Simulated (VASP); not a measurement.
Crystal: Cd.

```xyz
2
Lattice="0.0000 3.0400 3.0400 3.0400 0.0000 3.0400 3.0400 3.0400 0.0000" Properties=species:S:1:pos:R:3 pbc="T T T"
Cd    6.0800    6.0800    6.0800
Cd    1.5200    1.5200    1.5200
```

This isn't the form of Cd at room conditions, which is hcp.

- Program: VASP 6.6.1
- Task: relaxation of cell and atoms
- Functional: PBE
- Potentials or basis: VASP PAW PBE potentials, release 64 (Cd_sv_GW)
- Cutoff: 630 eV
- k mesh: 6 × 6 × 6
- Occupations: gaussian, width 0.05 eV
- Spin: no spin polarisation

At the start: pressure 9.9 GPa; volume 28.09 Å³/atom.

Task: How do energy, volume and symmetry change on relaxing?

Result: Over 3 steps the energy falls by 188.1 meV/atom and the volume is 35.52 Å³/atom (+26.4 %); space group Fd-3m (No. 227, to 0.1 Å) before and after.

Step by step:
```
step  energy change (eV)  largest force (eV/Å)  pressure (GPa)  volume (Å³)
   1              0.0000                0.0000            9.91        56.19
   2             -0.3761                0.0000           -0.15        71.53
   3             -0.3763                0.0000            0.03        71.05
```

Final structure:
```xyz
2
Lattice="0.0000 3.2873 3.2873 3.2873 0.0000 3.2873 3.2873 3.2873 0.0000" Properties=species:S:1:pos:R:3 pbc="T T T"
Cd    0.0000    0.0000    0.0000
Cd    1.6437    1.6437    1.6437
```

Caveat: the volume moved by over 15 % at a fixed basis, so the end points are rough.
